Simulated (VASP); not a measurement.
Set up this calculation in VASP 6.6.1, as the native input.

```
Task                   : single point
Functional             : LDA
Potentials or basis    : VASP PAW LDA potentials, release 64 (Sb, Ga_d)
Cutoff                 : 520 eV
k mesh                 : 10 × 10 × 10
Occupations            : fermi-dirac, width 0.05 eV
Spin                   : no spin polarisation
Dipole correction      : no
Further INCAR settings : ALGO = Normal; EDIFF = 1e-06; NBANDS = 16
```

The structure of GaSb lies in POSCAR:

```
GaSb
1.0
   -2.7716691937      2.7716691937      1.6012417905
    2.7716691937     -2.7716691937      1.6012417905
    2.7716691937      2.7716691937     -1.6012417905
Sb Ga
1 1
Direct
    0.0000000000      0.0000000000      0.0000000000
    0.7500000000      0.2500000000      0.5000000000
```

This cell differs from its parent crystal: volume scaled by 1.02.

These files were run (other wordings do the same):

INCAR

```
ALGO = Normal
EDIFF = 1E-6
ENCUT = 520
ISIF = 2
ISMEAR = -1
LASPH = T
LCHARG = T
LELF = T
LREAL = F
LVHAR = T
LWAVE = F
NBANDS = 16
NELM = 60
PREC = Accurate
SIGMA = 0.05
```

KPOINTS

```
k-points
0
Gamma
  10 10 10
```

Potentials or basis: VASP PAW LDA potentials, release 64 (Sb, Ga_d).

The run is started by

```console
$ cat potpaw_LDA.64/Sb/POTCAR potpaw_LDA.64/Ga_d/POTCAR > POTCAR
$ mpirun -np 1 vasp_std > vasp.out
```

It gave:

| Property | Result |
| --- | --- |
| Pressure | -5.1 GPa |
| Band gap on the k mesh | zero (band 9 reaches 7.94 eV, above the bottom of band 10 at 3.54 eV) |

Caveat: spin-orbit coupling is left out, which moves the levels of the heavy elements.

It took 21 s on 1 thread of Intel(R) Xeon(R) 6975P-C (Granite Rapids), on a shared host, peak memory 0.21 GiB.
